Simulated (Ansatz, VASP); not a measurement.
## CaSe: VASP beside Ansatz

POSCAR

```
CaSe
1.0
    0.0000000000      2.9675306064      2.8227151128
    2.9675306064      0.0000000000      2.8227151128
    2.9675306064      2.9675306064      0.0000000000
Ca Se
1 1
Direct
    0.0000000000      0.0000000000      0.0000000000
    0.5000000000      0.5000000000      0.5000000000
```

The input INCAR.step1:

```
  PREC = Accurate
  ENCUT = 520
  ISMEAR = 0
  SIGMA = 0.01
  LREAL = False
  LASPH = True
  NELM = 60
  NBANDS = 15
  GGA = PE
  ALGO = Normal
  EDIFF = 1E-4
  LWAVE = True
  LCHARG = False
```

File INCAR.step2:

```
  PREC = Accurate
  ENCUT = 520
  EDIFF = 1E-6
  ISMEAR = 0
  SIGMA = 0.01
  LREAL = False
  LASPH = True
  NELM = 60
  ALGO = Normal
  ISIF = 2
  LWAVE = False
  LCHARG = False
  METAGGA = R2SCAN
  LMIXTAU = True
  NBANDS = 15
  ISTART = 1
```

The input KPOINTS:

```
Automatic mesh
0
Gamma
  8 8 8
```

Input for Ansatz:

```yaml
crystal:
  lattice:
    - [0.0, 2.9675306064, 2.8227151128]
    - [2.9675306064, 0.0, 2.8227151128]
    - [2.9675306064, 2.9675306064, 0.0]
  atoms:
    - { symbol: Ca, position: [0.0, 0.0, 0.0] }
    - { symbol: Se, position: [0.5, 0.5, 0.5] }
kpoints:
  mp_grid: { grid: [8, 8, 8] }
  band_path:
    path:
      - [0.0, 0.0, 0.0]
      - [0.5, 0.0, 0.5]
      - [0.625, 0.25, 0.625]
      - [0.375, 0.375, 0.75]
      - [0.5, 0.5, 0.5]
      - [0.5, 0.25, 0.75]
      - [0.5, 0.5, 0.0]
    npoints: 1
hamiltonian:
  xc: r2scan
scf:
  occupations: { method: fixed }
  n_extra_bands: 4
output:
  forces: true
  stress: true
  eigenvalues: true
  write_density: true
  write_potential: true
  elf: true
  volumetric_format: npy
```

Change from the starting cell: uniaxial_z strain -4.9%.

Alike in both runs: task single point; functional r2SCAN; k mesh 8 × 8 × 8; no spin polarisation.

|  | VASP | Ansatz |
| --- | --- | --- |
| version | VASP 6.6.1 | Ansatz 0.2.0 |
| potentials or method | VASP PAW PBE potentials, release 64 (Ca_sv, Se) | plane waves, PAW |
| plane-wave cutoff (eV) | 520 | 500 |
| occupations | gaussian, width 0.01 eV | fixed |
| valence electrons in the cell | 16 | 26 |

```tsv
	VASP	Ansatz	Ansatz less VASP
gap on the k mesh at the Fermi level (eV)	2.33	2.34	+0.005
pressure (GPa)	3.6	3.2	-0.30
traceless stress, the component that is largest in VASP (GPa)	4.57	4.46	-0.112
```

VASP's potentials were made for PBE, not for r2SCAN. VASP's potentials hold 16 valence electrons a cell and Ansatz's 26, so a difference there can come from the potentials and not from the codes.
